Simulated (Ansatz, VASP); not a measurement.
## ZnSe in VASP and in Ansatz

```
Se Zn
1.0
     0.00000    2.83380    2.83380
     2.83380    0.00000    2.83380
     2.83380    2.83380    0.00000
Se Zn
1 1
Direct
  0.75000 0.75000 0.75000
  0.00000 0.00000 0.00000
```

Alike in both runs: task single point; functional PBE; k mesh 8 × 8 × 8; occupations gaussian, width 0.017 eV; no spin polarisation.

|  | VASP | Ansatz |
| --- | --- | --- |
| version | VASP 6.6.1 | Ansatz 0.2.0 |
| potentials or method | VASP PAW PBE potentials, release 64 (Se, Zn) | Ansatz PAW |
| plane-wave cutoff (eV) | 520 | 420 |
| valence electrons in the cell | 18 | 28 |

VASP gave:

| Quantity | Value |
| --- | --- |
| gap on the k mesh at the Fermi level (eV) | 1.29 |
| least direct gap on the mesh (eV) | 1.29 |
| pressure (GPa) | 2.3 |

Task: Which values does Ansatz return?

Result: gap on the k mesh at the Fermi level (eV): 1.29; least direct gap on the mesh (eV): 1.29; pressure (GPa): 2.1.

With one functional, cell and mesh, what is left measures potentials, basis and numerics. VASP's potentials hold 18 valence electrons a cell and Ansatz's 28, so a difference there can come from the potentials and not from the codes.
